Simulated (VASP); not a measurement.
# Ca5GeN2 (F-43m) in VASP: a series of runs

The runs below take Ca5GeN2 through single point, relaxation of cell and atoms, with PBE.

All numbers are computed with VASP 6.6.1; they aren't measurements. Logs are shortened: lines on timing, memory, paths and dates and some standing lists are left out, and cuts for length are marked.

## 1. The cell of the first run

The structure is cubic, space group F-43m (No. 216). Conventional cell: a = 10.101 Å, b = 10.101 Å, c = 10.101 Å, α = 90.00°, β = 90.00°, γ = 90.00°. Within 2.9 Å of Ca (site symmetry 3m) lie 2 N at 2.17 to 2.21 Å. Ca (site symmetry -43m) has 12 Ca at 4.19 Å and 4 Ge at 4.37 Å and 10 N at 4.37 to 5.05 Å within 5.5 Å. Within 5.5 Å of Ge (site symmetry -43m) lie 16 Ca at 4.18 to 4.37 Å and 10 N at 4.37 to 5.05 Å. Within 2.9 Å of N (site symmetry -43m) lie 4 Ca at 2.17 Å. N (site symmetry -43m) has 4 Ca at 2.21 Å within 2.9 Å.

The cell was built from a structure type or drawn by symmetry, and may not be a known phase.

## 2. Single point, PBE

File INCAR:

```
SYSTEM = Ca5GeN2
PREC = Accurate ; ENCUT = 520
EDIFF = 1E-7 ; ISMEAR = 0
SIGMA = 0.15 ; LREAL = .FALSE.
LASPH = .TRUE. ; NELM = 60
ALGO = Normal ; ISIF = 2
LWAVE = .FALSE. ; LCHARG = .FALSE.
GGA = PE ; NBANDS = 47
```

File KPOINTS:

```
Automatic mesh
0
G
  3 3 3
  0 0 0
```

File POSCAR:

```
Ca5GeN2
1.0
    0.0000000000      5.0505763571      5.0505763571
    5.0505763571      0.0000000000      5.0505763571
    5.0505763571      5.0505763571      0.0000000000
Ca Ge N
5 1 2
Direct
    0.8738143906      0.8738143906      0.8738143906
    0.8738143906      0.8738143906      0.3785568282
    0.8738143906      0.3785568282      0.8738143906
    0.3785568282      0.8738143906      0.8738143906
    0.2500000000      0.2500000000      0.2500000000
    0.5000000000      0.5000000000      0.5000000000
    0.7500000000      0.7500000000      0.7500000000
    0.0000000000      0.0000000000      0.0000000000
```

Potentials or basis: VASP PAW PBE potentials, release 64 (Ca_sv, Ge_d, N).

Command:

```sh
> cat potpaw_PBE.64/Ca_sv/POTCAR potpaw_PBE.64/Ge_d/POTCAR potpaw_PBE.64/N/POTCAR > POTCAR
> mpirun -np 1 vasp_std > vasp.out
```

OUTCAR:

```text
SYSTEM = Ca5GeN2
   PREC = Accurate
   ENCUT = 520
   EDIFF = 1E-7
   ISMEAR = 0
   LREAL = .FALSE.
   LASPH = .TRUE.
   NELM = 60
   ISIF = 2
   GGA = PE

 ion  position               nearest neighbor table
   1  0.874  0.874  0.874-   7 2.17   8 2.21
   2  0.874  0.874  0.379-   7 2.17   8 2.21
   3  0.874  0.379  0.874-   7 2.17   8 2.21
   4  0.379  0.874  0.874-   7 2.17   8 2.21
   5  0.250  0.250  0.250-
   6  0.500  0.500  0.500-
   7  0.750  0.750  0.750-   2 2.17   3 2.17   4 2.17   1 2.17
   8  0.000  0.000  0.000-   1 2.21   2 2.21   3 2.21   4 2.21

  LATTYP: Found a face centered cubic cell.
 ALAT       =    10.1011527142

  Lattice vectors:

 A1 = (   0.0000000000,   5.0505763571,   5.0505763571)
 A2 = (   5.0505763571,   0.0000000000,   5.0505763571)
 A3 = (   5.0505763571,   5.0505763571,   0.0000000000)

Analysis of symmetry for initial positions (statically):
=====================================================================
 Subroutine PRICEL returns:
 Original cell was already a primitive cell.

 Routine SETGRP: Setting up the symmetry group for a
 face centered cubic supercell.

 Subroutine GETGRP returns: Found 24 space group operations
 (whereof 24 operations were pure point group operations)
 out of a pool of 48 trial point group operations.

The static configuration has the point symmetry T_d .

Analysis of symmetry for dynamics (positions and initial velocities):
=====================================================================
 Subroutine PRICEL returns:
 Original cell was already a primitive cell.

 Routine SETGRP: Setting up the symmetry group for a
 face centered cubic supercell.

 Subroutine GETGRP returns: Found 24 space group operations
 (whereof 24 operations were pure point group operations)
 out of a pool of 48 trial point group operations.

The dynamic configuration has the point symmetry T_d .

 Subroutine INISYM returns: Found 24 space group operations
 (whereof 24 operations are pure point group operations),
 and found     1 'primitive' translations

----------------------------------------------------------------------------------------

                                     Primitive cell

  volume of cell :     257.6635

  direct lattice vectors                    reciprocal lattice vectors
     0.000000000  5.050576357  5.050576357    -0.098998602  0.098998602  0.098998602
     5.050576357  0.000000000  5.050576357     0.098998602 -0.098998602  0.098998602
     5.050576357  5.050576357  0.000000000     0.098998602  0.098998602 -0.098998602

  length of vectors
     7.142593582  7.142593582  7.142593582     0.171470609  0.171470609  0.171470609

  position of ions in fractional coordinates (direct lattice)
     0.873814391  0.873814391  0.873814391
     0.873814391  0.873814391  0.378556828
     0.873814391  0.378556828  0.873814391
     0.378556828  0.873814391  0.873814391
     0.250000000  0.250000000  0.250000000
     0.500000000  0.500000000  0.500000000
     0.750000000  0.750000000  0.750000000
     0.000000000  0.000000000  0.000000000

  ion indices of the primitive-cell ions
   primitive index   ion index
                 1           1
                 2           2
                 3           3
                 4           4
                 5           5
                 6           6
                 7           7
                 8           8

----------------------------------------------------------------------------------------

 KPOINTS: Automatic mesh

Automatic generation of k-mesh.
 Grid dimensions read from file:
 generate k-points for:    3    3    3

 Generating k-lattice:

  Cartesian coordinates                     Fractional coordinates (reciprocal lattice)
    -0.032999534  0.032999534  0.032999534     0.333333333  0.000000000  0.000000000
     0.032999534 -0.032999534  0.032999534     0.000000000  0.333333333  0.000000000
     0.032999534  0.032999534 -0.032999534     0.000000000  0.000000000  0.333333333

  Length of vectors
     0.057156870  0.057156870  0.057156870

  Shift w.r.t. Gamma in fractional coordinates (k-lattice)
     0.000000000  0.000000000  0.000000000

 Subroutine IBZKPT returns following result:
 ===========================================

 Found      4 irreducible k-points:

 Following reciprocal coordinates:
            Coordinates               Weight
  0.000000  0.000000  0.000000      1.000000
  0.333333  0.000000  0.000000      8.000000
  0.333333  0.333333  0.000000      6.000000
 -0.333333  0.333333  0.000000     12.000000
   k-points           NKPTS =      4   k-points in BZ     NKDIM =      4   number of bands    NBANDS=     47
   number of dos      NEDOS =    301   number of ions     NIONS =      8
   total plane-waves  NPLWV = 157464
   dimension x,y,z NGX =    54 NGY =   54 NGZ =   54
   dimension x,y,z NGXF=   108 NGYF=  108 NGZF=  108
   ions per type =               5   1   2
   NGX,Y,Z   is equivalent  to a cutoff of  12.57, 12.57, 12.57 a.u.
   NGXF,Y,Z  is equivalent  to a cutoff of  25.14, 25.14, 25.14 a.u.
 SYSTEM =  Ca5GeN2
   PREC   = accura    normal or accurate (medium, high low for compatibility)
   ISTART =      0    job   : 0-new  1-cont  2-samecut
   ICHARG =      2    charge: 1-file 2-atom 10-const
   ISPIN  =      1    spin polarized calculation?
   LNONCOLLINEAR =      F non collinear calculations
   LSORBIT =      F    spin-orbit coupling
   LASPH  =      T    aspherical Exc in radial PAW
   ENCUT  =  520.0 eV  38.22 Ry    6.18 a.u.  13.28 13.28 13.28*2*pi/ulx,y,z
   NELM   =     60;   NELMIN=  2; NELMDL= -5     # of ELM steps
   EDIFF  = 0.1E-06   stopping-criterion for ELM
   LREAL  =      F    real-space projection
   EDIFFG = 0.1E-05   stopping-criterion for IOM
   NSW    =      0    number of steps for IOM
   IBRION =     -1    ionic relax: 0-MD 1-quasi-New 2-CG
   NFREE  =      0    steps in history (QN), initial steepest desc. (CG)
   ISIF   =      2    stress and relaxation
   ISYM   =      2    0-nonsym 1-usesym 2-fastsym
   POTIM  = 0.5000    time-step for ionic-motion
   TEBEG  =    0.0;   TEEND  =   0.0 temperature during run
   PSTRESS=    0.0 pullay stress
   NELECT =      74.0000    total number of electrons
   NUPDOWN=      -1.0000    fix difference up-down
   EMIN   =  10.00;   EMAX   =-10.00  energy-range for DOS
   EFERMI =   0.00;   METHOD = LEGACY
   ISMEAR =     0;   SIGMA  =   0.15  broadening in eV -4-tet -1-fermi 0-gaus
   EFERMI_NEDOS =   21; number of points for ismear=-14 and -15
   IALGO  =     38    algorithm
   IMIX   =      4    mixing-type and parameters
     AMIX     =   0.40;   BMIX     =  1.00
     AMIX_MAG =   1.60;   BMIX_MAG =  1.00
  volume/ion in A,a.u.               =      32.21       217.35
  Fermi-wavevector in a.u.,A,eV,Ry     =   1.080110  2.041111 15.873055  1.166637
  Thomas-Fermi vector in A             =   2.216092
   LORBIT       =      0    0 simple, 1 ext, 2 COOP (PROOUT), +10 PAW based schemes
   GGA     = PE    functional components
   LHFCALC =     F    Hartree Fock is set to
   AEXX    =    0.0000 exact exchange contribution
   IVDW    =     0    specifies the selected vdW correction
   LEPSILON=     F    determine dielectric tensor
   LRPA    =     F    only Hartree local field effects (RPA)
 non-spin polarized calculation
 Gauss-broadening in eV      SIGMA  =   0.15
  energy-cutoff  :      520.00
  volume of cell :      257.66
 maximum number of plane-waves:      6967
 NGX is ok and might be reduce to    54
   NGX = 27   NGY = 27   NGZ = 27

 number of electron      74.0000020 magnetization

 Free energy of the ion-electron system (eV)
  ---------------------------------------------------
  ext. energy  EPLUGINS =         0.00000000
  ---------------------------------------------------
  free energy    TOTEN  =       -32.13620115 eV

  energy without entropy =      -32.09914784  energy(sigma->0) =      -32.11767450

 E-fermi :   1.4679     XC(G=0):  -7.8121

 val. band max:        1.3120770658   @ k =   0.3333   0.0000   0.0000
 cond. band min:       1.6123620113   @ k =   0.3333   0.0000   0.0000
 fundamental gap:      0.3002849456
 Fermi energy:         1.4678955373

 k-point     1 :       0.0000    0.0000    0.0000
  band No.  band energies     occupation
      1     -41.7015      2.00000
      2     -38.4060      2.00000
      3     -38.3652      2.00000
      4     -38.3652      2.00000
      5     -38.3652      2.00000
      6     -22.6522      2.00000
[... 39 lines left out ...]
     46       3.5989      0.00000
     47       4.5229      0.00000

 k-point     2 :       0.3333    0.0000    0.0000
  band No.  band energies     occupation
      1     -41.7015      2.00000
      2     -38.3992      2.00000
      3     -38.3720      2.00000
      4     -38.3652      2.00000
      5     -38.3652      2.00000
      6     -22.6522      2.00000
[... 39 lines left out ...]
     46       3.7060      0.00000
     47       4.6965      0.00000

 k-point     3 :       0.3333    0.3333    0.0000
  band No.  band energies     occupation
      1     -41.7015      2.00000
      2     -38.3960      2.00000
      3     -38.3753      2.00000
      4     -38.3652      2.00000
      5     -38.3652      2.00000
      6     -22.6521      2.00000
[... 39 lines left out ...]
     46       3.8291      0.00000
     47       4.5708      0.00000

 k-point     4 :      -0.3333    0.3333    0.0000
  band No.  band energies     occupation
      1     -41.7015      2.00000
      2     -38.3912      2.00000
      3     -38.3801      2.00000
      4     -38.3652      2.00000
      5     -38.3652      2.00000
      6     -22.6521      2.00000
[... 39 lines left out ...]
     46       4.1416      0.00000
     47       4.6710      0.00000

------------------------ aborting loop because EDIFF is reached ----------------------------------------

  FORCE on cell =-STRESS in cart. coord.  units (eV):
  Direction    XX          YY          ZZ          XY          YZ          ZX
  --------------------------------------------------------------------------------------
  -------------------------------------------------------------------------------------
  Total        1.3365855      1.3365855      1.3365855      0.0000000      0.0000000      0.0000000
  in kB        8.3110236      8.3110236      8.3110236      0.0000000      0.0000000      0.0000000
  external PRESSURE =       8.3110236 kB  Pullay stress =       0.0000000 kB

 VOLUME and BASIS-vectors are now :
 -----------------------------------------------------------------------------
  energy-cutoff  :      520.00
  volume of cell :      257.66
      direct lattice vectors                 reciprocal lattice vectors
     0.000000000  5.050576357  5.050576357    -0.098998602  0.098998602  0.098998602
     5.050576357  0.000000000  5.050576357     0.098998602 -0.098998602  0.098998602
     5.050576357  5.050576357  0.000000000     0.098998602  0.098998602 -0.098998602

 POSITION                                       TOTAL-FORCE (eV/Angst)
 -----------------------------------------------------------------------------------
      8.82653      8.82653      8.82653         0.002386      0.002386      0.002386
      6.32520      6.32520      8.82653        -0.002386     -0.002386      0.002386
      6.32520      8.82653      6.32520        -0.002386      0.002386     -0.002386
      8.82653      6.32520      6.32520         0.002386     -0.002386     -0.002386
      2.52529      2.52529      2.52529         0.000000     -0.000000     -0.000000
      5.05058      5.05058      5.05058         0.000000      0.000000     -0.000000
      7.57586      7.57586      7.57586        -0.000000     -0.000000     -0.000000
      0.00000      0.00000      0.00000        -0.000000     -0.000000     -0.000000
 -----------------------------------------------------------------------------------
    total drift:                                0.000000      0.000000      0.000000

  FREE ENERGIE OF THE ION-ELECTRON SYSTEM (eV)
  ---------------------------------------------------
  free  energy   TOTEN  =       -32.1362011550 eV

  energy  without entropy=      -32.0991478414  energy(sigma->0) =      -32.11767450
```

Wall time 73 s (1 thread of AMD EPYC 9R45 (Zen 5), shared host); peak memory 0.38 GiB.

What came out:

```
Free energy            : -32.1362 eV
Pressure               : 0.8 GPa
Largest force          : 0.004 eV/Å
Band gap on the k mesh : zero (bands 37 and 38 overlap by 0.03 eV)
```

Forces in eV/Å, atoms in the order of the input:
```
Ca   0.002  0.002  0.002
Ca  -0.002 -0.002  0.002
Ca  -0.002  0.002 -0.002
Ca   0.002 -0.002 -0.002
Ca   0.000  0.000  0.000
Ge   0.000  0.000  0.000
N    0.000  0.000  0.000
N    0.000  0.000  0.000
```

[end of part 1 of 2]
